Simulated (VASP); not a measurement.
# PbO (P4/nmm) in VASP: single point with r2SCAN

Aim: the single point of PbO with r2SCAN.

Program: VASP 6.6.1. These are calculated values, not measurements. Logs are shortened: lines on timing, memory, paths and dates and some standing lists are left out, and cuts for length are marked.

## (1) The cell of the first run

The structure is tetragonal, space group P4/nmm (No. 129). The conventional cell has a = 3.988 Å, b = 3.988 Å, c = 5.320 Å, α = 90.00°, β = 90.00°, γ = 90.00°. Pb (site symmetry 4mm) has 4 O at 2.32 Å within 3.1 Å. Within 3.1 Å of O (site symmetry -4m2) lie 4 Pb at 2.32 Å and 4 O at 2.82 Å.

## (2) Single point, r2SCAN

Input file POSCAR:

```
PbO
1.0
   -3.9879607422      0.0000000000      0.0000000000
    0.0000000000     -3.9879607422      0.0000000000
    0.0000000000      0.0000000000      5.3197746908
Pb O
2 2
Direct
    0.0000000000      0.5000000000      0.2266220890
    0.5000000000      0.0000000000      0.7801779110
    0.0000000000      0.0000000000      0.0034000000
    0.5000000000      0.5000000000      0.0034000000
```

Input file INCAR.step1:

```
  PREC = Accurate
  ENCUT = 520
  ISMEAR = 0
  SIGMA = 0.02
  LREAL = F
  LASPH = T
  NELM = 60
  NBANDS = 28
  GGA = PE
  ALGO = Normal
  EDIFF = 1E-4
  LWAVE = T
  LCHARG = F
```

Input file INCAR.step2:

```
  PREC = Accurate
  ENCUT = 520
  EDIFF = 1E-7
  ISMEAR = 0
  SIGMA = 0.02
  LREAL = F
  LASPH = T
  NELM = 60
  ALGO = Normal
  ISIF = 2
  LWAVE = F
  LCHARG = T
  METAGGA = R2SCAN
  LMIXTAU = T
  LELF = T
  LVHAR = T
  NBANDS = 28
  ISTART = 1
```

Input file KPOINTS:

```
regular mesh
0
Gamma
  8 8 6
```

Potentials or basis: VASP PAW PBE potentials, release 64 (Pb_d, O).

Launch:

```
$ cat potpaw_PBE.64/Pb_d/POTCAR potpaw_PBE.64/O/POTCAR > POTCAR
$ cp INCAR.step1 INCAR
$ mpirun -np 1 vasp_std > vasp.out
$ cp INCAR.step2 INCAR
$ mpirun -np 1 vasp_std > vasp.out
```

OUTCAR:

```text
PREC = Accurate
   ENCUT = 520
   EDIFF = 1E-7
   ISMEAR = 0
   LREAL = F
   LASPH = T
   NELM = 60
   ISIF = 2
   METAGGA = R2SCAN
   ISTART = 1

 ion  position               nearest neighbor table
   1  0.000  0.500  0.227-   3 2.32   4 2.32   3 2.32   4 2.32   2 3.69   2 3.69   2 3.69   2 3.69
                             2 4.08   2 4.08   2 4.08   2 4.08
   2  0.500  0.000  0.780-   3 2.32   4 2.32   4 2.32   3 2.32   1 3.69   1 3.69   1 3.69   1 3.69
                             1 4.08   1 4.08   1 4.08   1 4.08
   3  0.000  0.000  0.003-   2 2.32   2 2.32   1 2.32   1 2.32
   4  0.500  0.500  0.003-   2 2.32   2 2.32   1 2.32   1 2.32

  LATTYP: Found a simple tetragonal cell.
 ALAT       =     3.9879607422
 C/A-ratio  =     1.3339586407

  Lattice vectors:

 A1 = (  -3.9879607422,   0.0000000000,   0.0000000000)
 A2 = (   0.0000000000,  -3.9879607422,   0.0000000000)
 A3 = (   0.0000000000,   0.0000000000,   5.3197746908)

Analysis of symmetry for initial positions (statically):
=====================================================================
 Subroutine PRICEL returns:
 Original cell was already a primitive cell.

 Routine SETGRP: Setting up the symmetry group for a
 simple tetragonal supercell.

 Subroutine GETGRP returns: Found 16 space group operations
 (whereof  4 operations were pure point group operations)
 out of a pool of 16 trial point group operations.

The static configuration has the point symmetry C_2v.
 The point group associated with its full space group is D_4h.

Analysis of symmetry for dynamics (positions and initial velocities):
=====================================================================
 Subroutine PRICEL returns:
 Original cell was already a primitive cell.

 Routine SETGRP: Setting up the symmetry group for a
 simple tetragonal supercell.

 Subroutine GETGRP returns: Found 16 space group operations
 (whereof  4 operations were pure point group operations)
 out of a pool of 16 trial point group operations.

The dynamic configuration has the point symmetry C_2v.
 The point group associated with its full space group is D_4h.

 Subroutine INISYM returns: Found 16 space group operations
 (whereof  4 operations are pure point group operations),
 and found     1 'primitive' translations

----------------------------------------------------------------------------------------

                                     Primitive cell

  volume of cell :      84.6048

  direct lattice vectors                    reciprocal lattice vectors
    -3.987960742  0.000000000  0.000000000    -0.250754725  0.000000000  0.000000000
     0.000000000 -3.987960742  0.000000000     0.000000000 -0.250754725  0.000000000
     0.000000000  0.000000000  5.319774691     0.000000000  0.000000000  0.187977886

  length of vectors
     3.987960742  3.987960742  5.319774691     0.250754725  0.250754725  0.187977886

  position of ions in fractional coordinates (direct lattice)
     0.000000000  0.500000000  0.226622089
     0.500000000  0.000000000  0.780177911
     0.000000000  0.000000000  0.003400000
     0.500000000  0.500000000  0.003400000

  ion indices of the primitive-cell ions
   primitive index   ion index
                 1           1
                 2           2
                 3           3
                 4           4

----------------------------------------------------------------------------------------

 KPOINTS: regular mesh

Automatic generation of k-mesh.
 Grid dimensions read from file:
 generate k-points for:    8    8    6

 Generating k-lattice:

  Cartesian coordinates                     Fractional coordinates (reciprocal lattice)
    -0.031344341  0.000000000  0.000000000     0.125000000  0.000000000  0.000000000
     0.000000000 -0.031344341  0.000000000     0.000000000  0.125000000  0.000000000
     0.000000000  0.000000000  0.031329648     0.000000000  0.000000000  0.166666667

  Length of vectors
     0.031344341  0.031344341  0.031329648

  Shift w.r.t. Gamma in fractional coordinates (k-lattice)
     0.000000000  0.000000000  0.000000000

 Subroutine IBZKPT returns following result:
 ===========================================

 Found     60 irreducible k-points:

 Following reciprocal coordinates:
            Coordinates               Weight
  0.000000  0.000000  0.000000      1.000000
  0.125000  0.000000  0.000000      4.000000
  0.250000  0.000000  0.000000      4.000000
  0.375000  0.000000  0.000000      4.000000
  0.500000  0.000000  0.000000      2.000000
  0.125000  0.125000  0.000000      4.000000
[... 16 lines left out ...]
  0.375000  0.125000  0.166667     16.000000
  0.500000  0.125000  0.166667      8.000000
 [... further k-points ...]
   k-points           NKPTS =     60   k-points in BZ     NKDIM =     60   number of bands    NBANDS=     28
   number of dos      NEDOS =    301   number of ions     NIONS =      4
   total plane-waves  NPLWV =  36000
   dimension x,y,z NGX =    30 NGY =   30 NGZ =   40
   dimension x,y,z NGXF=    60 NGYF=   60 NGZF=   80
   ions per type =               2   2
   NGX,Y,Z   is equivalent  to a cutoff of  12.51, 12.51, 12.50 a.u.
   NGXF,Y,Z  is equivalent  to a cutoff of  25.01, 25.01, 25.00 a.u.
 SYSTEM =  unknown system
   PREC   = accura    normal or accurate (medium, high low for compatibility)
   ISTART =      1    job   : 0-new  1-cont  2-samecut
   ICHARG =      0    charge: 1-file 2-atom 10-const
   ISPIN  =      1    spin polarized calculation?
   LNONCOLLINEAR =      F non collinear calculations
   LSORBIT =      F    spin-orbit coupling
   LASPH  =      T    aspherical Exc in radial PAW
   ENCUT  =  520.0 eV  38.22 Ry    6.18 a.u.   7.41  7.41  9.89*2*pi/ulx,y,z
   NELM   =     60;   NELMIN=  2; NELMDL=  0     # of ELM steps
   EDIFF  = 0.1E-06   stopping-criterion for ELM
   LREAL  =      F    real-space projection
   EDIFFG = 0.1E-05   stopping-criterion for IOM
   NSW    =      0    number of steps for IOM
   IBRION =     -1    ionic relax: 0-MD 1-quasi-New 2-CG
   NFREE  =      0    steps in history (QN), initial steepest desc. (CG)
   ISIF   =      2    stress and relaxation
   ISYM   =      2    0-nonsym 1-usesym 2-fastsym
   POTIM  = 0.5000    time-step for ionic-motion
   TEBEG  =    0.0;   TEEND  =   0.0 temperature during run
   PSTRESS=    0.0 pullay stress
   NELECT =      40.0000    total number of electrons
   NUPDOWN=      -1.0000    fix difference up-down
   EMIN   =  10.00;   EMAX   =-10.00  energy-range for DOS
   EFERMI =   0.00;   METHOD = LEGACY
   ISMEAR =     0;   SIGMA  =   0.02  broadening in eV -4-tet -1-fermi 0-gaus
   EFERMI_NEDOS =   21; number of points for ismear=-14 and -15
   IALGO  =     38    algorithm
   IMIX   =      4    mixing-type and parameters
     AMIX     =   0.40;   BMIX     =  1.00
     AMIX_MAG =   1.60;   BMIX_MAG =  1.00
  volume/ion in A,a.u.               =      21.15       142.74
  Fermi-wavevector in a.u.,A,eV,Ry     =   1.275351  2.410065 22.130161  1.626521
  Thomas-Fermi vector in A             =   2.408068
   LORBIT       =      0    0 simple, 1 ext, 2 COOP (PROOUT), +10 PAW based schemes
   METAGGA = R2SCAN    functional components
   LHFCALC =     F    Hartree Fock is set to
   AEXX    =    0.0000 exact exchange contribution
   IVDW    =     0    specifies the selected vdW correction
   LEPSILON=     F    determine dielectric tensor
   LRPA    =     F    only Hartree local field effects (RPA)
 non-spin polarized calculation
 Gauss-broadening in eV      SIGMA  =   0.02
  energy-cutoff  :      520.00
  volume of cell :       84.60
 maximum number of plane-waves:      2308
 NGX is ok and might be reduce to    30
   NGX = 15   NGY = 15   NGZ = 19

 number of electron      40.0000000 magnetization

 Free energy of the ion-electron system (eV)
  ---------------------------------------------------
  ext. energy  EPLUGINS =         0.00000000
  ---------------------------------------------------
  free energy    TOTEN  =      -129.52260609 eV

  energy without entropy =     -129.52260609  energy(sigma->0) =     -129.52260609

 E-fermi :   4.4556     XC(G=0): -10.0597

 val. band max:        4.3262058597   @ k =   0.0000   0.0000   0.0000
 cond. band min:       6.1553065186   @ k =   0.5000   0.5000   0.0000
 fundamental gap:      1.8291006589
 Fermi energy:         4.4556426047

 k-point     1 :       0.0000    0.0000    0.0000
  band No.  band energies     occupation
      1     -15.0557      2.00000
      2     -14.4419      2.00000
      3     -12.1746      2.00000
      4     -12.1746      2.00000
      5     -12.1231      2.00000
      6     -12.1059      2.00000
[... 20 lines left out ...]
     27      12.3448      0.00000
     28      13.1735      0.00000

 k-point     2 :       0.1250    0.0000    0.0000
  band No.  band energies     occupation
      1     -15.0209      2.00000
      2     -14.4558      2.00000
      3     -12.1693      2.00000
      4     -12.1658      2.00000
      5     -12.1135      2.00000
      6     -12.0958      2.00000
[... 20 lines left out ...]
     27      12.6586      0.00000
     28      14.1793      0.00000

 k-point     3 :       0.2500    0.0000    0.0000
  band No.  band energies     occupation
      1     -14.9283      2.00000
      2     -14.4999      2.00000
      3     -12.1544      2.00000
      4     -12.1414      2.00000
      5     -12.0858      2.00000
      6     -12.0665      2.00000
[... 20 lines left out ...]
     27      12.9747      0.00000
     28      15.9516      0.00000

 k-point     4 :       0.3750    0.0000    0.0000
  band No.  band energies     occupation
      1     -14.8059      2.00000
      2     -14.5766      2.00000
      3     -12.1332      2.00000
      4     -12.1102      2.00000
      5     -12.0824      2.00000
      6     -12.0707      2.00000
[... 20 lines left out ...]
     27      13.4409      0.00000
     28      15.4365      0.00000

 k-point     5 :       0.5000    0.0000    0.0000
  band No.  band energies     occupation
      1     -14.6821      2.00000
      2     -14.6821      2.00000
      3     -12.1087      2.00000
      4     -12.1087      2.00000
      5     -12.0833      2.00000
      6     -12.0833      2.00000
[... 20 lines left out ...]
     27      14.2359      0.00000
     28      14.2360      0.00000

 k-point     6 :       0.1250    0.1250    0.0000
  band No.  band energies     occupation
      1     -14.9884      2.00000
      2     -14.4682      2.00000
      3     -12.1702      2.00000
      4     -12.1497      2.00000
      5     -12.1068      2.00000
      6     -12.0867      2.00000
[... 463 lines left out ...]
      5     -12.1098      2.00000
      6     -12.0823      2.00000
[... 20 lines left out ...]
     27      13.2523      0.00000
     28      14.6757      0.00000

 k-point    22 :       0.2500    0.1250    0.1667
  band No.  band energies     occupation
      1     -14.9014      2.00000
      2     -14.5076      2.00000
      3     -12.1499      2.00000
      4     -12.1254      2.00000
      5     -12.0880      2.00000
      6     -12.0574      2.00000
[... 20 lines left out ...]
     27      13.8463      0.00000
     28      15.2778      0.00000

 k-point    23 :       0.3750    0.1250    0.1667
  band No.  band energies     occupation
      1     -14.7890      2.00000
      2     -14.5782      2.00000
      3     -12.1314      2.00000
      4     -12.1018      2.00000
      5     -12.0858      2.00000
      6     -12.0576      2.00000
[... 20 lines left out ...]
     27      13.9893      0.00000
     28      14.5308      0.00000

 k-point    24 :       0.5000    0.1250    0.1667
  band No.  band energies     occupation
      1     -14.6754      2.00000
      2     -14.6754      2.00000
      3     -12.1117      2.00000
      4     -12.1117      2.00000
      5     -12.0722      2.00000
      6     -12.0722      2.00000
[... 20 lines left out ...]
     27      14.1512      0.00000
     28      14.1512      0.00000

 [... further k-points ...]

------------------------ aborting loop because EDIFF is reached ----------------------------------------

  FORCE on cell =-STRESS in cart. coord.  units (eV):
  Direction    XX          YY          ZZ          XY          YZ          ZX
  --------------------------------------------------------------------------------------
  -------------------------------------------------------------------------------------
  Total        0.2708002      0.2708002      0.2018425      0.0000000      0.0000000      0.0000000
  in kB        5.1281961      5.1281961      3.8223295      0.0000000      0.0000000      0.0000000
  external PRESSURE =       4.6929072 kB  Pullay stress =       0.0000000 kB

 VOLUME and BASIS-vectors are now :
 -----------------------------------------------------------------------------
  energy-cutoff  :      520.00
  volume of cell :       84.60
      direct lattice vectors                 reciprocal lattice vectors
    -3.987960742  0.000000000  0.000000000    -0.250754725  0.000000000  0.000000000
     0.000000000 -3.987960742  0.000000000     0.000000000 -0.250754725  0.000000000
     0.000000000  0.000000000  5.319774691     0.000000000  0.000000000  0.187977886

 POSITION                                       TOTAL-FORCE (eV/Angst)
 -----------------------------------------------------------------------------------
      0.00000     -1.99398      1.20558        -0.000000     -0.000000      0.109131
     -1.99398      0.00000      4.15037         0.000000      0.000000     -0.109131
      0.00000      0.00000      0.01809         0.000000     -0.000000      0.000000
     -1.99398     -1.99398      0.01809         0.000000      0.000000      0.000000
 -----------------------------------------------------------------------------------
    total drift:                               -0.000000     -0.000000     -0.000058

  FREE ENERGIE OF THE ION-ELECTRON SYSTEM (eV)
  ---------------------------------------------------
  free  energy   TOTEN  =      -129.5226060950 eV

  energy  without entropy=     -129.5226060950  energy(sigma->0) =     -129.52260609
```

Wall time 11 min (1 thread of AMD EPYC 7R43 (Zen 3), shared host); peak memory 0.23 GiB.

What came out:

```
Free energy            : -129.5226 eV
Pressure               : 0.5 GPa
Largest force          : 0.109 eV/Å
Band gap on the k mesh : 1.83 eV (least direct gap 2.51 eV)
```

Forces in eV/Å, atoms in the order of the input:
```
Pb   0.000  0.000  0.109
Pb   0.000  0.000 -0.109
O    0.000  0.000  0.000
O    0.000  0.000  0.000
```

Stress tensor (GPa, compression positive):
```
0.51 0.00 0.00
0.00 0.51 0.00
0.00 0.00 0.38
```

Caveat: the PAW data sets were made with another functional, which shifts forces and pressure a little; spin-orbit coupling is left out, which moves the levels of the heavy elements.
